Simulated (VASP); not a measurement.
Write the native input for VASP 6.6.1 that does the following.

- Task: relaxation of the atoms
- Functional: PBEsol
- Potentials or basis: VASP PAW PBE potentials, release 64 (N)
- Cutoff: 520 eV
- k mesh: 4 × 4 × 4
- Occupations: gaussian, width 0.05 eV
- Spin: no spin polarisation
- Dipole correction: no
- Further INCAR settings: LREAL = Auto; ALGO = Normal; EDIFF = 1e-07; IBRION = 2; EDIFFG = -0.02; NSW = 70

The structure of N (a cell with a defect) lies in POSCAR:

```
N
1.0
   -4.3908586250     -4.3908586250     -5.7140695372
    4.3908586250     -4.3908586250      5.7140695372
   -4.3908586250      4.3908586250      5.7140695372
N
15
Direct
    0.5885515297      0.0442757649      0.5442757649
    0.0885515297      0.5442757649      0.5442757649
    0.0885515297      0.0442757649      0.0442757649
    0.0000000000      0.0442757649      0.4557242352
    0.0000000000      0.5442757649      0.9557242352
    0.5000000000      0.0442757649      0.9557242352
    0.5000000000      0.5442757649      0.4557242352
    0.4114484703      0.9557242352      0.4557242352
    0.4114484703      0.4557242352      0.9557242352
    0.9114484703      0.9557242352      0.9557242352
    0.9114484703      0.4557242352      0.4557242352
    0.0000000000      0.9557242352      0.5442757649
    0.0000000000      0.4557242352      0.0442757649
    0.5000000000      0.9557242352      0.0442757649
    0.5000000000      0.4557242352      0.5442757649
```

This cell differs from its parent crystal: atoms taken out.

The input as run:

INCAR

```
  PREC = Accurate
  ENCUT = 520
  EDIFF = 1E-7
  ISMEAR = 0
  SIGMA = 0.05
  LREAL = Auto
  LASPH = T
  NELM = 100
  ALGO = Normal
  ISIF = 2
  LWAVE = F
  LCHARG = F
  GGA = PS
  IBRION = 2
  NSW = 70
  EDIFFG = -0.02
  KPAR = 4
```

KPOINTS

```
regular mesh
0
Gamma
  4 4 4
```

Potentials or basis: VASP PAW PBE potentials, release 64 (N).

The run is started by

```sh
$ cat potpaw_PBE.64/N/POTCAR > POTCAR
$ mpirun -np 4 vasp_std > vasp.out
```

Results of the run:

```yaml
Pressure_after_relaxing: -0.2 GPa
Largest_force_after_relaxing: 0.009 eV/Å
Band_gap_on_the_k_mesh: zero (an odd number of electrons rules out a gap without spin polarisation)
```

Caveat: the cell differs from its parent crystal (atoms taken out); the standard files for N, O and F lose accuracy on very short bonds; the PAW data sets were made with another functional, which shifts forces and pressure a little; an odd number of electrons without spin polarisation forces a metal; a magnetic or distorted state may lie lower.

It took 7.4 min on 4 MPI ranks on Intel(R) Xeon(R) Platinum 8488C (Sapphire Rapids) (shared host), peak memory 0.74 GiB a rank.
